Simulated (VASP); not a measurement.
# RbBr (Fm-3m) in VASP: notebook, part 2 of 2

VASP 6.6.1.

**3. Single point, HSE06**

The input, POSCAR:

```
RbBr
1.0
    0.0000000000      3.4608320474      3.4608320474
    3.4608320474      0.0000000000      3.4608320474
    3.4608320474      3.4608320474      0.0000000000
Rb Br
1 1
Direct
    0.0000000000      0.0000000000      0.0000000000
    0.5000000000      0.5000000000      0.5000000000
```

The input, INCAR.step1:

```
SYSTEM = RbBr
ALGO     = Normal         ! electronic algorithm
EDIFF    = 1E-5           ! SCF threshold, eV
ENCUT    = 520            ! plane-wave cutoff, eV
GGA      = PE             ! functional
ISIF     = 2              ! what is computed and relaxed
ISMEAR   = 1              ! smearing method
LASPH    = .True.         ! aspherical terms in the spheres
LCHARG   = .False.        ! write CHGCAR
LREAL    = .False.        ! projectors in reciprocal space
LWAVE    = .True.         ! write WAVECAR
NBANDS   = 15             ! bands
NELM     = 80             ! most SCF steps
PREC     = Accurate       ! precision mode
SIGMA    = 0.5            ! smearing width, eV
```

The input, INCAR.step2:

```
SYSTEM = RbBr
ALGO     = Normal         ! electronic algorithm
EDIFF    = 1E-6           ! SCF threshold, eV
ENCUT    = 520            ! plane-wave cutoff, eV
GGA      = PE             ! functional
HFSCREEN = 0.2079         ! screening, 1/A
ISIF     = 2              ! what is computed and relaxed
ISMEAR   = 1              ! smearing method
ISTART   = 1            
LASPH    = .True.         ! aspherical terms in the spheres
LCHARG   = .False.        ! write CHGCAR
LHFCALC  = .True.         ! exact exchange
LREAL    = .False.        ! projectors in reciprocal space
LWAVE    = .False.        ! write WAVECAR
NBANDS   = 15             ! bands
NELM     = 80             ! most SCF steps
PREC     = Accurate       ! precision mode
PRECFOCK = Normal       
SIGMA    = 0.5            ! smearing width, eV
```

The input, KPOINTS:

```
k-points
0
Gamma
  4 4 4
  0 0 0
```

Potentials or basis: VASP PAW PBE potentials, release 64 (Rb_sv, Br).

Command:

```console
$ cat potpaw_PBE.64/Rb_sv/POTCAR potpaw_PBE.64/Br/POTCAR > POTCAR
$ cp INCAR.step1 INCAR
$ mpirun -np 1 vasp_std > vasp.out
$ cp INCAR.step2 INCAR
$ mpirun -np 1 vasp_std > vasp.out
```

OUTCAR:

```text
SYSTEM = RbBr
   EDIFF = 1E-6
   ENCUT = 520
   GGA = PE
   HFSCREEN = 0.2079
   ISIF = 2
   ISMEAR = 1
   ISTART = 1
   LASPH = .True.
   LHFCALC = .True.
   LREAL = .False.
   NELM = 80
   PREC = Accurate
   PRECFOCK = Normal

 ion  position               nearest neighbor table
   1  0.000  0.000  0.000-   2 3.46   2 3.46   2 3.46   2 3.46   2 3.46   2 3.46
   2  0.500  0.500  0.500-   1 3.46   1 3.46   1 3.46   1 3.46   1 3.46   1 3.46

  LATTYP: Found a face centered cubic cell.
 ALAT       =     6.9216640948

  Lattice vectors:

 A1 = (   0.0000000000,   3.4608320474,   3.4608320474)
 A2 = (   3.4608320474,   0.0000000000,   3.4608320474)
 A3 = (   3.4608320474,   3.4608320474,   0.0000000000)

Analysis of symmetry for initial positions (statically):
=====================================================================
 Subroutine PRICEL returns:
 Original cell was already a primitive cell.

 Routine SETGRP: Setting up the symmetry group for a
 face centered cubic supercell.

 Subroutine GETGRP returns: Found 48 space group operations
 (whereof 48 operations were pure point group operations)
 out of a pool of 48 trial point group operations.

The static configuration has the point symmetry O_h .

Analysis of symmetry for dynamics (positions and initial velocities):
=====================================================================
 Subroutine PRICEL returns:
 Original cell was already a primitive cell.

 Routine SETGRP: Setting up the symmetry group for a
 face centered cubic supercell.

 Subroutine GETGRP returns: Found 48 space group operations
 (whereof 48 operations were pure point group operations)
 out of a pool of 48 trial point group operations.

The dynamic configuration has the point symmetry O_h .

 Subroutine INISYM returns: Found 48 space group operations
 (whereof 48 operations are pure point group operations),
 and found     1 'primitive' translations

[... 114 lines left out ...]
   LEPSILON=     F    determine dielectric tensor
   LRPA    =     F    only Hartree local field effects (RPA)
 non-spin polarized calculation
 Methfessel and Paxton  Order N= 1 SIGMA  =   0.50
  energy-cutoff  :      520.00
  volume of cell :       82.90
 maximum number of plane-waves:      2252
  NGX = 28; NGY = 28; NGZ = 28

 number of electron      15.9999997 magnetization

 Free energy of the ion-electron system (eV)
  ---------------------------------------------------
  ext. energy  EPLUGINS =         0.00000000
  ---------------------------------------------------
  free energy    TOTEN  =        -7.01485843 eV

  energy without entropy =       -7.10676816  energy(sigma->0) =       -7.04549500

 E-fermi :  -2.5724     XC(G=0):  -5.9879

 val. band max:       -2.7312245099   @ k =   0.0000   0.0000   0.0000
 cond. band min:       2.7001490639   @ k =   0.0000   0.0000   0.0000
 fundamental gap:      5.4313735738
 Fermi energy:        -2.5723836776

 k-point     1 :       0.0000    0.0000    0.0000
  band No.  band energies     occupation
      1     -28.8833      2.00000
      2     -15.9243      2.00000
      3     -11.7963      2.00000
      4     -11.7963      2.00000
      5     -11.7963      2.00000
      6      -2.7312      1.50879
      7      -2.7312      1.50879
      8      -2.7312      1.50879
      9       2.7001     -0.00000
     10       5.7922     -0.00000
     11       5.7922     -0.00000
     12       5.7922     -0.00000
     13       6.7474     -0.00000
     14       6.7474     -0.00000
[... 113 lines left out ...]
      2     -15.8891      2.00000
      3     -11.9153      2.00000
      4     -11.9153      2.00000
      5     -11.7751      2.00000
      6      -3.2295      2.06873
      7      -3.1091      2.06232
      8      -3.1091      2.06232
      9       5.5048     -0.00000
     10       5.5048     -0.00000
     11       6.7278     -0.00000
     12       7.1435     -0.00000
     13       9.5102      0.00000
     14       9.5554      0.00000
     15       9.5879      0.00000

------------------------ aborting loop because EDIFF is reached ----------------------------------------

  FORCE on cell =-STRESS in cart. coord.  units (eV):
  Direction    XX          YY          ZZ          XY          YZ          ZX
  --------------------------------------------------------------------------------------
  -------------------------------------------------------------------------------------
  Total        0.1031595      0.1031595      0.1031595     -0.0000000     -0.0000000      0.0000000
  in kB        1.9936474      1.9936474      1.9936474     -0.0000000     -0.0000000      0.0000000
  external PRESSURE =       1.9936474 kB  Pullay stress =       0.0000000 kB

 VOLUME and BASIS-vectors are now :
 -----------------------------------------------------------------------------
  energy-cutoff  :      520.00
  volume of cell :       82.90
      direct lattice vectors                 reciprocal lattice vectors
     0.000000000  3.460832047  3.460832047    -0.144473928  0.144473928  0.144473928
     3.460832047  0.000000000  3.460832047     0.144473928 -0.144473928  0.144473928
     3.460832047  3.460832047  0.000000000     0.144473928  0.144473928 -0.144473928

 POSITION                                       TOTAL-FORCE (eV/Angst)
 -----------------------------------------------------------------------------------
      0.00000      0.00000      0.00000         0.000000     -0.000000      0.000000
      3.46083      3.46083      3.46083        -0.000000      0.000000     -0.000000
 -----------------------------------------------------------------------------------
    total drift:                               -0.000000      0.000000      0.000000

  FREE ENERGIE OF THE ION-ELECTRON SYSTEM (eV)
  ---------------------------------------------------
  free  energy   TOTEN  =        -7.0148584260 eV

  energy  without entropy=       -7.1067681557  energy(sigma->0) =       -7.04549500
```

OUTCAR.step1:

```text
SYSTEM = RbBr
   EDIFF = 1E-5
   ENCUT = 520
   GGA = PE
   ISIF = 2
   ISMEAR = 1
[... 347 lines left out ...]
      0.00000      0.00000      0.00000         0.000000     -0.000000      0.000000
      3.46083      3.46083      3.46083         0.000000      0.000000     -0.000000
 -----------------------------------------------------------------------------------
    total drift:                                0.000000      0.000000      0.000000

  FREE ENERGIE OF THE ION-ELECTRON SYSTEM (eV)
  ---------------------------------------------------
  free  energy   TOTEN  =        -6.0499609445 eV

  energy  without entropy=       -6.1417486912  energy(sigma->0) =       -6.08055686
```

OSZICAR.step1:

```text
N       E                     dE             d eps       ncg     rms          rms(c)
DAV:   1     0.903476135868E+02    0.90348E+02   -0.64365E+03   240   0.885E+02
DAV:   2     0.482268845299E+00   -0.89865E+02   -0.82285E+02   332   0.169E+02
DAV:   3    -0.602676042121E+01   -0.65090E+01   -0.64786E+01   296   0.481E+01
DAV:   4    -0.626916356594E+01   -0.24240E+00   -0.24236E+00   387   0.821E+00
DAV:   5    -0.627071812767E+01   -0.15546E-02   -0.15546E-02   296   0.738E-01    0.275E+00
DAV:   6    -0.605402691249E+01    0.21669E+00   -0.26614E-01   317   0.233E+00    0.181E+00
DAV:   7    -0.603730477077E+01    0.16722E-01   -0.12351E-01   317   0.169E+00    0.932E-01
DAV:   8    -0.604916273944E+01   -0.11858E-01   -0.13971E-02   262   0.690E-01    0.114E-01
DAV:   9    -0.604951632707E+01   -0.35359E-03   -0.63210E-04   331   0.127E-01    0.707E-02
DAV:  10    -0.604996249926E+01   -0.44617E-03   -0.62061E-04   254   0.132E-01    0.306E-02
DAV:  11    -0.604996094452E+01    0.15547E-05   -0.36432E-05   319   0.295E-02
   1 F= -.60499609E+01 E0= -.60805569E+01  d E =0.917877E-01
```

Run time: 14 min. Hardware: 1 thread of AMD EPYC 7R43 (Zen 3), shared host; peak memory 0.28 GiB.

Results:

```yaml
Free_energy: -7.0149 eV
Pressure: 0.2 GPa
Band_gap_on_the_k_mesh: 5.43 eV
```

Caveat: the PAW data sets were made with another functional, which shifts forces and pressure a little.
